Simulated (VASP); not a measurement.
# Al (Fm-3m) in VASP: density of states with PBE

Aim: the density of states of Al with PBE.

All numbers are computed with VASP 6.6.1; they aren't measurements. Logs are shortened: lines on timing, memory, paths and dates and some standing lists are left out, and cuts for length are marked.

### 1 The cell of the first run

Symmetry: Fm-3m, No. 225, cubic system. Conventional cell: a = 4.084 Å, b = 4.084 Å, c = 4.084 Å, α = 90.00°, β = 90.00°, γ = 90.00°. Within 3.8 Å of Al (site symmetry m-3m) lie 12 Al at 2.89 Å.

### 2 Density of states, PBE

File POSCAR:

```
Al
1.0
    0.0000000000      2.0419805700      2.0419805700
    2.0419805700      0.0000000000      2.0419805700
    2.0419805700      2.0419805700      0.0000000000
Al
1
Direct
    0.0000000000      0.0000000000      0.0000000000
```

File INCAR.step1:

```
PREC = Accurate
ENCUT = 520
EDIFF = 1E-6
ISMEAR = -1
SIGMA = 0.0224
LREAL = F
LASPH = T
NELM = 80
ALGO = Normal
ISIF = 2
LWAVE = F
LCHARG = T
GGA = PE
NBANDS = 8
```

File KPOINTS.step1:

```
regular mesh
0
Gamma
  14 14 14
```

File INCAR.step2:

```
PREC = Accurate
ENCUT = 520
EDIFF = 1E-6
ISMEAR = -5
SIGMA = 0.0224
LREAL = F
LASPH = T
NELM = 80
ALGO = Normal
ISIF = 2
LWAVE = F
LCHARG = F
GGA = PE
LORBIT = 11
NBANDS = 8
NEDOS = 2001
ICHARG = 11
```

File KPOINTS.step2:

```
regular mesh
0
Gamma
  21 21 21
```

Potentials or basis: VASP PAW PBE potentials, release 64 (Al).

The run is started by

```
$ cat potpaw_PBE.64/Al/POTCAR > POTCAR
$ cp INCAR.step1 INCAR
$ cp KPOINTS.step1 KPOINTS
$ mpirun -np 1 vasp_std > vasp.out
$ cp INCAR.step2 INCAR
$ cp KPOINTS.step2 KPOINTS
$ mpirun -np 1 vasp_std > vasp.out
```

OUTCAR:

```text
PREC = Accurate
   ENCUT = 520
   EDIFF = 1E-6
   ISMEAR = -5
   LREAL = F
   LASPH = T
   NELM = 80
   ISIF = 2
   GGA = PE
   LORBIT = 11
   ICHARG = 11

 ion  position               nearest neighbor table
   1  0.000  0.000  0.000-

  LATTYP: Found a face centered cubic cell.
 ALAT       =     4.0839611400

  Lattice vectors:

 A1 = (   0.0000000000,   2.0419805700,   2.0419805700)
 A2 = (   2.0419805700,   0.0000000000,   2.0419805700)
 A3 = (   2.0419805700,   2.0419805700,   0.0000000000)

Analysis of symmetry for initial positions (statically):
=====================================================================
 Subroutine PRICEL returns:
 Original cell was already a primitive cell.

 Routine SETGRP: Setting up the symmetry group for a
 face centered cubic supercell.

 Subroutine GETGRP returns: Found 48 space group operations
 (whereof 48 operations were pure point group operations)
 out of a pool of 48 trial point group operations.

The static configuration has the point symmetry O_h .

Analysis of symmetry for dynamics (positions and initial velocities):
=====================================================================
 Subroutine PRICEL returns:
 Original cell was already a primitive cell.

 Routine SETGRP: Setting up the symmetry group for a
 face centered cubic supercell.

 Subroutine GETGRP returns: Found 48 space group operations
 (whereof 48 operations were pure point group operations)
 out of a pool of 48 trial point group operations.

The dynamic configuration has the point symmetry O_h .

 Subroutine INISYM returns: Found 48 space group operations
 (whereof 48 operations are pure point group operations),
 and found     1 'primitive' translations

----------------------------------------------------------------------------------------

                                     Primitive cell

  volume of cell :      17.0288

  direct lattice vectors                    reciprocal lattice vectors
     0.000000000  2.041980570  2.041980570    -0.244860312  0.244860312  0.244860312
     2.041980570  0.000000000  2.041980570     0.244860312 -0.244860312  0.244860312
     2.041980570  2.041980570  0.000000000     0.244860312  0.244860312 -0.244860312

  length of vectors
     2.887796616  2.887796616  2.887796616     0.424110502  0.424110502  0.424110502

[... 77 lines left out ...]
   LASPH  =      T    aspherical Exc in radial PAW
   ENCUT  =  520.0 eV  38.22 Ry    6.18 a.u.   5.37  5.37  5.37*2*pi/ulx,y,z
   NELM   =     80;   NELMIN=  2; NELMDL=  0     # of ELM steps
   EDIFF  = 0.1E-05   stopping-criterion for ELM
   LREAL  =      F    real-space projection
   EDIFFG = 0.1E-04   stopping-criterion for IOM
   NSW    =      0    number of steps for IOM
   IBRION =     -1    ionic relax: 0-MD 1-quasi-New 2-CG
   NFREE  =      0    steps in history (QN), initial steepest desc. (CG)
   ISIF   =      2    stress and relaxation
   ISYM   =      2    0-nonsym 1-usesym 2-fastsym
   POTIM  = 0.5000    time-step for ionic-motion
   TEBEG  =    0.0;   TEEND  =   0.0 temperature during run
   PSTRESS=    0.0 pullay stress
   NELECT =       3.0000    total number of electrons
   NUPDOWN=      -1.0000    fix difference up-down
   EMIN   =  10.00;   EMAX   =-10.00  energy-range for DOS
   EFERMI =   0.00;   METHOD = LEGACY
   ISMEAR =    -5;   SIGMA  =   0.02  broadening in eV -4-tet -1-fermi 0-gaus
   EFERMI_NEDOS =   21; number of points for ismear=-14 and -15
   IALGO  =     38    algorithm
   IMIX   =      4    mixing-type and parameters
     AMIX     =   0.40;   BMIX     =  1.00
     AMIX_MAG =   1.60;   BMIX_MAG =  1.00
  volume/ion in A,a.u.               =      17.03       114.92
  Fermi-wavevector in a.u.,A,eV,Ry     =   0.917741  1.734280 11.459497  0.842249
  Thomas-Fermi vector in A             =   2.042745
   LORBIT       =     11    0 simple, 1 ext, 2 COOP (PROOUT), +10 PAW based schemes
   GGA     = PE    functional components
   LHFCALC =     F    Hartree Fock is set to
   AEXX    =    0.0000 exact exchange contribution
   IVDW    =     0    specifies the selected vdW correction
   LEPSILON=     F    determine dielectric tensor
   LRPA    =     F    only Hartree local field effects (RPA)
 non-spin polarized calculation
 Fermi weights with tetrahedron method with Bloechl corrections
  energy-cutoff  :      520.00
  volume of cell :       17.03
 maximum number of plane-waves:       473
 NGX is ok and might be reduce to    24

 number of electron       3.0000000 magnetization

 Free energy of the ion-electron system (eV)
  ---------------------------------------------------
  ext. energy  EPLUGINS =         0.00000000
  ---------------------------------------------------
  free energy    TOTEN  =        -3.74230054 eV

  energy without entropy =       -3.74230054  energy(sigma->0) =       -3.74230054

 E-fermi :   7.7063     XC(G=0): -10.0836

 val. band max:        7.8281931977   @ k =  -0.2857   0.2857   0.0000
 cond. band min:       7.5484000888   @ k =  -0.3810   0.3810   0.0476
 fundamental gap:     -0.2797931089
 Fermi energy:         7.7063337368

 k-point     1 :       0.0000    0.0000    0.0000
  band No.  band energies     occupation
      1      -3.2439      2.00000
      2      20.1199      0.00000
      3      20.1199      0.00000
      4      20.1199      0.00000
      5      21.3756      0.00000
      6      21.3756      0.00000
      7      21.3756      0.00000
      8      23.9135      0.00000
[... 243 lines left out ...]
 k-point    24 :      -0.3810    0.0476    0.0000
  band No.  band energies     occupation
      1       0.9433      2.00000
      2       6.2010      2.00000
      3      16.9477      0.00000
      4      18.9189      0.00000
      5      19.3993      0.00000
      6      20.2951      0.00000
      7      22.3612      0.00000
      8      24.3835      0.00000

 [... further k-points ...]
[... 5 lines left out ...]
  --------------------------------------------------------------------------------------
  -------------------------------------------------------------------------------------
  Total       -0.2691850     -0.2691850     -0.2691850     -0.0000000      0.0000000     -0.0000000
  in kB      -25.3265880    -25.3265880    -25.3265880     -0.0000000      0.0000000     -0.0000000
  external PRESSURE =     -25.3265880 kB  Pullay stress =       0.0000000 kB

 VOLUME and BASIS-vectors are now :
 -----------------------------------------------------------------------------
  energy-cutoff  :      520.00
  volume of cell :       17.03
      direct lattice vectors                 reciprocal lattice vectors
     0.000000000  2.041980570  2.041980570    -0.244860312  0.244860312  0.244860312
     2.041980570  0.000000000  2.041980570     0.244860312 -0.244860312  0.244860312
     2.041980570  2.041980570  0.000000000     0.244860312  0.244860312 -0.244860312

 POSITION                                       TOTAL-FORCE (eV/Angst)
 -----------------------------------------------------------------------------------
      0.00000      0.00000      0.00000         0.000000      0.000000     -0.000000
 -----------------------------------------------------------------------------------
    total drift:                                0.000000     -0.000000     -0.000000

  FREE ENERGIE OF THE ION-ELECTRON SYSTEM (eV)
  ---------------------------------------------------
  free  energy   TOTEN  =        -3.7423005396 eV

  energy  without entropy=       -3.7423005396  energy(sigma->0) =       -3.74230054

 total charge

# of ion       s       p       d       tot
------------------------------------------
    1        0.429   0.328   0.000   0.757
```

OSZICAR.step1:

```text
N       E                     dE             d eps       ncg     rms          rms(c)
DAV:   1    -0.232336934008E+01   -0.23234E+01   -0.85967E+02  1664   0.204E+02
DAV:   2    -0.374964796517E+01   -0.14263E+01   -0.13492E+01  2352   0.186E+01
DAV:   3    -0.375619056781E+01   -0.65426E-02   -0.65419E-02  2160   0.143E+00
DAV:   4    -0.375620760402E+01   -0.17036E-04   -0.17036E-04  2544   0.651E-02
DAV:   5    -0.375620765739E+01   -0.53365E-07   -0.53479E-07  2256   0.196E-03    0.126E+00
DAV:   6    -0.374318059026E+01    0.13027E-01   -0.18881E-03  2176   0.205E-01    0.731E-01
DAV:   7    -0.373370232660E+01    0.94783E-02   -0.56136E-03  2112   0.332E-01    0.143E-01
DAV:   8    -0.373369576125E+01    0.65653E-05   -0.14483E-05  2408   0.273E-02    0.689E-03
DAV:   9    -0.373369426495E+01    0.14963E-05   -0.93710E-07  2360   0.416E-03    0.739E-04
DAV:  10    -0.373369384174E+01    0.42321E-06   -0.42343E-09  1520   0.447E-04
   1 F= -.37336938E+01 E0= -.37332689E+01  d E =-.849904E-03
```

Wall time 11 s (1 thread of Intel Xeon 6975P-C (Granite Rapids), shared host); peak memory 0.15 GiB.

What came out:

| Property | Result |
| --- | --- |
| Valence electrons inside the program's atomic spheres | Al 0.76 |

Levels at points of the mesh, in eV from the Fermi level:
```csv
k point,band 1,band 2,band 3,band 4,band 5,band 6
"(0.00, 0.00, 0.00)",-10.95,12.41,12.41,12.41,13.67,13.67
```

Caveat: tetrahedron occupations give inexact forces and stress in metals.
